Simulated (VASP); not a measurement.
Set up this calculation in VASP 6.6.1, as the native input.

```yaml
Task: single point
Functional: PBE
Potentials_or_basis: VASP PAW PBE potentials, release 64 (Si, P)
Cutoff: 520 eV
k_mesh: 6 × 6 × 4
Occupations: gaussian, width 0.1 eV
Spin: no spin polarisation
Dipole_correction: no
Further_INCAR_settings: ALGO = Normal; EDIFF = 1e-06; NBANDS = 19
```

The structure of Si3P2 lies in POSCAR:

```
Si3P2
1.0
    3.9693291500      0.0000000000      0.0000000000
   -1.9846645800      3.4375398800      0.0000000000
    0.0000000000      0.0000000000      6.2282842900
Si P
3 2
Direct
    0.0000000000      0.0000000000      0.3632590300
    0.0000000000      0.0000000000      0.6367409700
    0.0000000000      0.0000000000      0.0000000000
    0.6666666700      0.3333333300      0.5000000000
    0.6666666700      0.3333333300      0.0000000000
```

The cell was built from a structure type or drawn by symmetry, and may not be a known phase.

One way to write it, as run:

INCAR

```
PREC     = Accurate       # precision mode
ENCUT    = 520            # plane-wave cutoff, eV
EDIFF    = 1E-6           # SCF threshold, eV
ISMEAR   = 0              # smearing method
SIGMA    = 0.1            # smearing width, eV
LREAL    = F              # projectors in reciprocal space
LASPH    = T              # aspherical terms in the spheres
NELM     = 80             # most SCF steps
ALGO     = Normal         # electronic algorithm
ISIF     = 2              # what is computed and relaxed
LWAVE    = F              # write WAVECAR
LCHARG   = T              # write CHGCAR
GGA      = PE             # functional
LELF     = T              # ELF
LVHAR    = T            
NBANDS   = 19             # bands
```

KPOINTS

```
Automatic mesh
0
Gamma
  6 6 4
```

Potentials or basis: VASP PAW PBE potentials, release 64 (Si, P).

Command:

```bash
$ cat potpaw_PBE.64/Si/POTCAR potpaw_PBE.64/P/POTCAR > POTCAR
$ mpirun -np 1 vasp_std > vasp.out
```

Results of the run:

- Pressure: 31.8 GPa
- Largest force: 19.117 eV/Å
- Band gap on the k mesh: zero (bands 11 and 12 overlap by 2.21 eV)

Caveat: the cell stands under pressure; forces of over 1 eV/Å act on the atoms, so gaps and moduli don't describe the material at rest.

Run time: 16 s on 1 thread of Intel(R) Xeon(R) 6975P-C (Granite Rapids), on a shared host, peak memory 0.2 GiB.
